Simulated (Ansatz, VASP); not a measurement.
## Ni: VASP beside Ansatz

```
CELL_PARAMETERS angstrom
0.00000 2.55012 2.55012
2.55012 0.00000 2.55012
2.55012 2.55012 0.00000
ATOMIC_POSITIONS crystal
Ni 0.12500 0.12500 0.12500
Ni 0.87500 0.87500 0.87500
```

Alike in both runs: task single point; functional PBE; k mesh 17 × 17 × 17; occupations fermi-dirac, width 0.05 eV; collinear spin.

|  | VASP | Ansatz |
| --- | --- | --- |
| version | VASP 6.6.1 | Ansatz 0.2.0 |
| potentials or method | VASP PAW PBE potentials, release 64 (Ni), cutoff 520 eV | plane waves (420 eV) with PAW, scalar-relativistic |
| valence electrons in the cell | 20 | 36 |

VASP gave:

| Quantity | Value |
| --- | --- |
| pressure (GPa) | 0.2 |
| net moment per atom (μB) | 0.79 |
| size of the moment on the site where the two differ most (μB) | 0.80 |

Which values does Ansatz return?

Pressure (GPa): 0.0; net moment per atom (μB): 0.80; size of the moment on the site where the two differ most (μB): 0.84.

Site moments also hang on the region over which each program counts them. The functional is the same, so the differences come from potentials, cutoffs and numerics. VASP's potentials hold 20 valence electrons a cell and Ansatz's 36, so a difference there can come from the potentials and not from the codes.
